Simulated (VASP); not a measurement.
# CuI (Marshite) (F-43m) in VASP: settings compared

Aim: see how the results for CuI (Marshite) move with the level of theory and the settings. Levels: PBE, revPBE, BLYP. Tasks: single point, relaxation of cell and atoms.

Program: VASP 6.6.1. These are calculated values, not measurements. Logs are shortened: lines on timing, memory, paths and dates and some standing lists are left out, and cuts for length are marked.

### Step 1. The cell of the first run

Symmetry: F-43m, No. 216, cubic system. Conventional cell: a = 6.063 Å, b = 6.063 Å, c = 6.063 Å, α = 90.00°, β = 90.00°, γ = 90.00°. Within 3.5 Å of I (site symmetry -43m) lie 4 Cu at 2.63 Å. Within 3.5 Å of Cu (site symmetry -43m) lie 4 I at 2.63 Å.

### Step 2. Single point, PBE

Input file INCAR:

```
  PREC = Accurate
  ENCUT = 520
  EDIFF = 1E-7
  ISMEAR = 0
  SIGMA = 0.016
  LREAL = False
  LASPH = True
  NELM = 60
  ALGO = Normal
  ISIF = 2
  LWAVE = False
  LCHARG = False
  GGA = PE
  NBANDS = 16
```

Input file KPOINTS:

```
regular mesh
0
Gamma
  8 8 8
```

Input file POSCAR:

```
CuI
1.0
    0.0000000000      3.0315000000      3.0315000000
    3.0315000000      0.0000000000      3.0315000000
    3.0315000000      3.0315000000      0.0000000000
I Cu
1 1
Direct
    0.0000000000      0.0000000000      0.0000000000
    0.7500000000      0.7500000000      0.7500000000
```

Potentials or basis: VASP PAW PBE potentials, release 64 (I, Cu).

The run is started by

```
> cat potpaw_PBE.64/I/POTCAR potpaw_PBE.64/Cu/POTCAR > POTCAR
> mpirun -np 1 vasp_std > vasp.out
```

OUTCAR:

```text
PREC = Accurate
   ENCUT = 520
   EDIFF = 1E-7
   ISMEAR = 0
   LREAL = False
   LASPH = True
   NELM = 60
   ISIF = 2
   GGA = PE

 ion  position               nearest neighbor table
   1  0.000  0.000  0.000-   2 2.63   2 2.63   2 2.63   2 2.63
   2  0.750  0.750  0.750-   1 2.63   1 2.63   1 2.63   1 2.63

  LATTYP: Found a face centered cubic cell.
 ALAT       =     6.0630000000

  Lattice vectors:

 A1 = (   0.0000000000,   3.0315000000,   3.0315000000)
 A2 = (   3.0315000000,   0.0000000000,   3.0315000000)
 A3 = (   3.0315000000,   3.0315000000,   0.0000000000)

Analysis of symmetry for initial positions (statically):
=====================================================================
 Subroutine PRICEL returns:
 Original cell was already a primitive cell.

 Routine SETGRP: Setting up the symmetry group for a
 face centered cubic supercell.

 Subroutine GETGRP returns: Found 24 space group operations
 (whereof 24 operations were pure point group operations)
 out of a pool of 48 trial point group operations.

The static configuration has the point symmetry T_d .

Analysis of symmetry for dynamics (positions and initial velocities):
=====================================================================
 Subroutine PRICEL returns:
 Original cell was already a primitive cell.

 Routine SETGRP: Setting up the symmetry group for a
 face centered cubic supercell.

 Subroutine GETGRP returns: Found 24 space group operations
 (whereof 24 operations were pure point group operations)
 out of a pool of 48 trial point group operations.

The dynamic configuration has the point symmetry T_d .

 Subroutine INISYM returns: Found 24 space group operations
 (whereof 24 operations are pure point group operations),
 and found     1 'primitive' translations

----------------------------------------------------------------------------------------

                                     Primitive cell

  volume of cell :      55.7189

  direct lattice vectors                    reciprocal lattice vectors
     0.000000000  3.031500000  3.031500000    -0.164934851  0.164934851  0.164934851
     3.031500000  0.000000000  3.031500000     0.164934851 -0.164934851  0.164934851
     3.031500000  3.031500000  0.000000000     0.164934851  0.164934851 -0.164934851

  length of vectors
     4.287188414  4.287188414  4.287188414     0.285675541  0.285675541  0.285675541

  position of ions in fractional coordinates (direct lattice)
     0.000000000  0.000000000  0.000000000
     0.750000000  0.750000000  0.750000000

  ion indices of the primitive-cell ions
   primitive index   ion index
                 1           1
                 2           2

----------------------------------------------------------------------------------------

 KPOINTS: regular mesh

Automatic generation of k-mesh.
 Grid dimensions read from file:
 generate k-points for:    8    8    8

 Generating k-lattice:

  Cartesian coordinates                     Fractional coordinates (reciprocal lattice)
    -0.020616856  0.020616856  0.020616856     0.125000000  0.000000000  0.000000000
     0.020616856 -0.020616856  0.020616856     0.000000000  0.125000000  0.000000000
     0.020616856  0.020616856 -0.020616856     0.000000000  0.000000000  0.125000000

  Length of vectors
     0.035709443  0.035709443  0.035709443

  Shift w.r.t. Gamma in fractional coordinates (k-lattice)
     0.000000000  0.000000000  0.000000000

 Subroutine IBZKPT returns following result:
 ===========================================

 Found     29 irreducible k-points:

 Following reciprocal coordinates:
            Coordinates               Weight
  0.000000  0.000000  0.000000      1.000000
  0.125000  0.000000  0.000000      8.000000
  0.250000  0.000000  0.000000      8.000000
  0.375000  0.000000  0.000000      8.000000
  0.500000  0.000000  0.000000      4.000000
  0.125000  0.125000  0.000000      6.000000
[... 16 lines left out ...]
  0.500000  0.250000  0.125000     48.000000
 -0.375000  0.250000  0.125000     24.000000
 [... further k-points ...]
   k-points           NKPTS =     29   k-points in BZ     NKDIM =     29   number of bands    NBANDS=     16
   number of dos      NEDOS =    301   number of ions     NIONS =      2
   total plane-waves  NPLWV =  32768
   dimension x,y,z NGX =    32 NGY =   32 NGZ =   32
   dimension x,y,z NGXF=    64 NGYF=   64 NGZF=   64
   ions per type =               1   1
   NGX,Y,Z   is equivalent  to a cutoff of  12.41, 12.41, 12.41 a.u.
   NGXF,Y,Z  is equivalent  to a cutoff of  24.82, 24.82, 24.82 a.u.
 SYSTEM =  unknown system
   PREC   = accura    normal or accurate (medium, high low for compatibility)
   ISTART =      0    job   : 0-new  1-cont  2-samecut
   ICHARG =      2    charge: 1-file 2-atom 10-const
   ISPIN  =      1    spin polarized calculation?
   LNONCOLLINEAR =      F non collinear calculations
   LSORBIT =      F    spin-orbit coupling
   LASPH  =      T    aspherical Exc in radial PAW
   ENCUT  =  520.0 eV  38.22 Ry    6.18 a.u.   7.97  7.97  7.97*2*pi/ulx,y,z
   NELM   =     60;   NELMIN=  2; NELMDL= -5     # of ELM steps
   EDIFF  = 0.1E-06   stopping-criterion for ELM
   LREAL  =      F    real-space projection
   EDIFFG = 0.1E-05   stopping-criterion for IOM
   NSW    =      0    number of steps for IOM
   IBRION =     -1    ionic relax: 0-MD 1-quasi-New 2-CG
   NFREE  =      0    steps in history (QN), initial steepest desc. (CG)
   ISIF   =      2    stress and relaxation
   ISYM   =      2    0-nonsym 1-usesym 2-fastsym
   POTIM  = 0.5000    time-step for ionic-motion
   TEBEG  =    0.0;   TEEND  =   0.0 temperature during run
   PSTRESS=    0.0 pullay stress
   NELECT =      18.0000    total number of electrons
   NUPDOWN=      -1.0000    fix difference up-down
   EMIN   =  10.00;   EMAX   =-10.00  energy-range for DOS
   EFERMI =   0.00;   METHOD = LEGACY
   ISMEAR =     0;   SIGMA  =   0.02  broadening in eV -4-tet -1-fermi 0-gaus
   EFERMI_NEDOS =   21; number of points for ismear=-14 and -15
   IALGO  =     38    algorithm
   IMIX   =      4    mixing-type and parameters
     AMIX     =   0.40;   BMIX     =  1.00
     AMIX_MAG =   1.60;   BMIX_MAG =  1.00
  volume/ion in A,a.u.               =      27.86       188.00
  Fermi-wavevector in a.u.,A,eV,Ry     =   1.123306  2.122741 17.168055  1.261816
  Thomas-Fermi vector in A             =   2.259971
   LORBIT       =      0    0 simple, 1 ext, 2 COOP (PROOUT), +10 PAW based schemes
   GGA     = PE    functional components
   LHFCALC =     F    Hartree Fock is set to
   AEXX    =    0.0000 exact exchange contribution
   IVDW    =     0    specifies the selected vdW correction
   LEPSILON=     F    determine dielectric tensor
   LRPA    =     F    only Hartree local field effects (RPA)
 non-spin polarized calculation
 Gauss-broadening in eV      SIGMA  =   0.02
  energy-cutoff  :      520.00
  volume of cell :       55.72
 maximum number of plane-waves:      1524
   NGX = 15   NGY = 15   NGZ = 15

 number of electron      18.0000014 magnetization

 Free energy of the ion-electron system (eV)
  ---------------------------------------------------
  ext. energy  EPLUGINS =         0.00000000
  ---------------------------------------------------
  free energy    TOTEN  =        -5.56198062 eV

  energy without entropy =       -5.56198062  energy(sigma->0) =       -5.56198062

 E-fermi :   4.5485     XC(G=0):  -8.9370

 val. band max:        4.4302109728   @ k =   0.0000   0.0000   0.0000
 cond. band min:       5.5737170228   @ k =   0.0000   0.0000   0.0000
 fundamental gap:      1.1435060500
 Fermi energy:         4.5485243584

 k-point     1 :       0.0000    0.0000    0.0000
  band No.  band energies     occupation
      1      -9.5797      2.00000
      2       0.7919      2.00000
      3       0.7919      2.00000
      4       0.7919      2.00000
      5       2.5795      2.00000
      6       2.5795      2.00000
[... 8 lines left out ...]
     15      14.0076      0.00000
     16      14.0076      0.00000

 k-point     2 :       0.1250    0.0000    0.0000
  band No.  band energies     occupation
      1      -9.5073      2.00000
      2       0.4962      2.00000
      3       0.7975      2.00000
      4       0.7975      2.00000
      5       2.5734      2.00000
      6       2.5734      2.00000
[... 8 lines left out ...]
     15      13.3521      0.00000
     16      13.3655      0.00000

 k-point     3 :       0.2500    0.0000    0.0000
  band No.  band energies     occupation
      1      -9.3219      2.00000
      2      -0.2040      2.00000
      3       0.8081      2.00000
      4       0.8081      2.00000
      5       2.5705      2.00000
      6       2.5705      2.00000
[... 8 lines left out ...]
     15      13.1511      0.00000
     16      13.3538      0.00000

 k-point     4 :       0.3750    0.0000    0.0000
  band No.  band energies     occupation
      1      -9.1187      2.00000
      2      -0.8780      2.00000
      3       0.8138      2.00000
      4       0.8138      2.00000
      5       2.5900      2.00000
      6       2.5900      2.00000
[... 8 lines left out ...]
     15      14.0655      0.00000
     16      14.0655      0.00000

 k-point     5 :       0.5000    0.0000    0.0000
  band No.  band energies     occupation
      1      -9.0281      2.00000
      2      -1.1508      2.00000
      3       0.8146      2.00000
      4       0.8146      2.00000
      5       2.6073      2.00000
      6       2.6073      2.00000
[... 8 lines left out ...]
     15      15.3007      0.00000
     16      15.3007      0.00000

 k-point     6 :       0.1250    0.1250    0.0000
  band No.  band energies     occupation
      1      -9.4832      2.00000
      2       0.4592      2.00000
      3       0.7752      2.00000
      4       0.7752      2.00000
      5       2.5480      2.00000
      6       2.5922      2.00000
[... 8 lines left out ...]
     15      13.7826      0.00000
     16      14.1618      0.00000

 k-point     7 :       0.2500    0.1250    0.0000
  band No.  band energies     occupation
      1      -9.3349      2.00000
      2      -0.0422      2.00000
      3       0.7578      2.00000
      4       0.7676      2.00000
      5       2.5260      2.00000
      6       2.6014      2.00000
[... 8 lines left out ...]
     15      14.0297      0.00000
     16      14.5390      0.00000

 k-point     8 :       0.3750    0.1250    0.0000
  band No.  band energies     occupation
      1      -9.1350      2.00000
      2      -0.6620      2.00000
      3       0.6932      2.00000
      4       0.7755      2.00000
      5       2.5394      2.00000
      6       2.6131      2.00000
[... 8 lines left out ...]
     15      14.2266      0.00000
     16      14.6498      0.00000

 k-point     9 :       0.5000    0.1250    0.0000
  band No.  band energies     occupation
      1      -9.0029      2.00000
      2      -1.0318      2.00000
      3       0.6102      2.00000
      4       0.7964      2.00000
      5       2.5643      2.00000
      6       2.6104      2.00000
[... 8 lines left out ...]
     15      14.8877      0.00000
     16      15.3208      0.00000
[... 172 lines left out ...]
 k-point    19 :       0.5000    0.3750    0.0000
  band No.  band energies     occupation
      1      -8.8708      2.00000
      2      -1.0014      2.00000
      3       0.4848      2.00000
      4       0.7033      2.00000
      5       2.5026      2.00000
      6       2.6459      2.00000
[... 8 lines left out ...]
     15      15.6579      0.00000
     16      16.6185      0.00000

 k-point    20 :      -0.3750    0.3750    0.0000
  band No.  band energies     occupation
      1      -8.8550      2.00000
      2      -0.8282      2.00000
      3       0.0347      2.00000
      4       0.7433      2.00000
      5       2.4545      2.00000
      6       2.6049      2.00000
[... 8 lines left out ...]
     15      14.4284      0.00000
     16      17.7314      0.00000

 k-point    21 :       0.5000    0.5000    0.0000
  band No.  band energies     occupation
      1      -8.8411      2.00000
      2      -1.1357      2.00000
      3       0.6829      2.00000
      4       0.6829      2.00000
      5       2.5550      2.00000
      6       2.6369      2.00000
[... 8 lines left out ...]
     15      15.7003      0.00000
     16      16.4510      0.00000

 k-point    22 :       0.3750    0.2500    0.1250
  band No.  band energies     occupation
      1      -9.1782      2.00000
      2      -0.4050      2.00000
      3       0.5752      2.00000
      4       0.7927      2.00000
      5       2.5105      2.00000
      6       2.6165      2.00000
[... 8 lines left out ...]
     15      14.7022      0.00000
     16      15.7514      0.00000

 k-point    23 :       0.5000    0.2500    0.1250
  band No.  band energies     occupation
      1      -9.0094      2.00000
      2      -0.7457      2.00000
      3       0.3510      2.00000
      4       0.7784      2.00000
      5       2.5333      2.00000
      6       2.5948      2.00000
[... 8 lines left out ...]
     15      15.0744      0.00000
     16      15.9063      0.00000

 k-point    24 :      -0.3750    0.2500    0.1250
  band No.  band energies     occupation
      1      -8.9354      2.00000
      2      -0.8907      2.00000
      3       0.2535      2.00000
      4       0.7652      2.00000
      5       2.5157      2.00000
      6       2.5908      2.00000
[... 8 lines left out ...]
     15      15.1787      0.00000
     16      15.7351      0.00000

 [... further k-points ...]
[... 5 lines left out ...]
  --------------------------------------------------------------------------------------
  -------------------------------------------------------------------------------------
  Total        0.1167499      0.1167499      0.1167499      0.0000000      0.0000000      0.0000000
  in kB        3.3571021      3.3571021      3.3571021      0.0000000      0.0000000      0.0000000
  external PRESSURE =       3.3571021 kB  Pullay stress =       0.0000000 kB

 VOLUME and BASIS-vectors are now :
 -----------------------------------------------------------------------------
  energy-cutoff  :      520.00
  volume of cell :       55.72
      direct lattice vectors                 reciprocal lattice vectors
     0.000000000  3.031500000  3.031500000    -0.164934851  0.164934851  0.164934851
     3.031500000  0.000000000  3.031500000     0.164934851 -0.164934851  0.164934851
     3.031500000  3.031500000  0.000000000     0.164934851  0.164934851 -0.164934851

 POSITION                                       TOTAL-FORCE (eV/Angst)
 -----------------------------------------------------------------------------------
      0.00000      0.00000      0.00000         0.000000      0.000000      0.000000
      4.54725      4.54725      4.54725        -0.000000     -0.000000     -0.000000
 -----------------------------------------------------------------------------------
    total drift:                               -0.000001     -0.000001     -0.000001

  FREE ENERGIE OF THE ION-ELECTRON SYSTEM (eV)
  ---------------------------------------------------
  free  energy   TOTEN  =        -5.5619806249 eV

  energy  without entropy=       -5.5619806249  energy(sigma->0) =       -5.56198062
```

It took 30 s on 1 thread of Intel Xeon Platinum 8488C (Sapphire Rapids), shared host; peak memory 0.18 GiB.

What came out:

| Quantity | Value |
| --- | --- |
| Free energy | -5.5620 eV |
| Pressure | 0.3 GPa |
| Band gap on the k mesh | 1.14 eV, direct |

Levels at points of the mesh, in eV from the valence-band top:
```csv
k point,band 5,band 6,band 7,band 8,band 9,band 10,band 11,band 12,band 13,band 14
"(0.00, 0.00, 0.00)",-1.85,-1.85,0.00,0.00,0.00,1.14,4.87,4.87,4.87,8.18
"(0.50, 0.00, 0.00)",-1.82,-1.82,-1.78,-0.71,-0.71,2.16,5.41,5.41,7.40,9.12
"(0.50, 0.50, 0.00)",-1.88,-1.79,-1.76,-1.50,-1.50,2.72,2.91,9.19,9.76,9.76
```

Caveat: spin-orbit coupling is left out, which moves the levels of the heavy elements.

(Continued in part 2 of 3.)
